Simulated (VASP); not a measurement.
Input of a VASP 6.6.1 run:

Contents of INCAR:

```
SYSTEM = LiSc12
PREC = Accurate
ENCUT = 520
EDIFF = 1E-6
ISMEAR = -1
SIGMA = 0.15
LREAL = .False.
LASPH = .True.
NELM = 60
ALGO = Normal
ISIF = 2
LWAVE = .False.
LCHARG = .True.
GGA = PE
LELF = .True.
LVHAR = .True.
NBANDS = 80
```

Contents of KPOINTS:

```
regular mesh
0
Gamma
  3 2 3
  0 0 0
```

POSCAR

```
LiSc12
1.0
    6.6200000000      0.0000000000      0.0000000000
   -4.9650000000      8.5996320000      0.0000000000
    0.0000000000      0.0000000000      5.2761400000
Sc Li
12 1
Direct
    0.0120839426     -0.0066038872     -0.0054763520
    0.1677745777      0.2028404239      0.4901988954
    0.0230971562      0.3301668025     -0.0118148874
    0.1846735984      0.5590636902      0.4760538955
    0.0111297559      0.6545391710     -0.0259157263
    0.2391680365      0.9120963548      0.5184885162
    0.5214129902     -0.0035711993      0.0155647879
    0.6921441989      0.2197709158      0.5022677564
    0.5045164534      0.3143317063      0.0005174237
    0.6300372349      0.4957064442      0.5058834678
    0.5079016435      0.6573480121     -0.0203720902
    0.6671094231      0.9063956458      0.5186458282
   -0.1555602371      0.7590346889      0.4072202406
```

Potentials or basis: VASP PAW PBE potentials, release 64 (Sc_sv, Li_sv).

The run is started by

```sh
$ cat potpaw_PBE.64/Sc_sv/POTCAR potpaw_PBE.64/Li_sv/POTCAR > POTCAR
$ mpirun -np 1 vasp_std > vasp.out
```

**Question.** Estimate the band gap on the k mesh.

**Answer.** Zero (an odd number of electrons rules out a gap without spin polarisation).

**Question.** Estimate the largest force.

**Answer.** 0.007 eV/Å.

Forces in eV/Å, atoms in the order of the input:
```
Sc   0.007 -0.002  0.002
Sc  -0.003 -0.007  0.000
Sc  -0.004 -0.002  0.001
Sc   0.003  0.006  0.001
Sc  -0.003  0.005  0.003
Sc  -0.005  0.002  0.001
Sc  -0.004 -0.006 -0.002
Sc   0.003  0.004  0.001
Sc   0.005  0.001 -0.001
Sc   0.001  0.000 -0.002
Sc  -0.004  0.005 -0.001
Sc   0.005 -0.005 -0.002
Li  -0.001 -0.001  0.000
```

Caveat: the k points lie up to 0.40 Å⁻¹ apart, too coarse for converged energies and pressures of a metal.
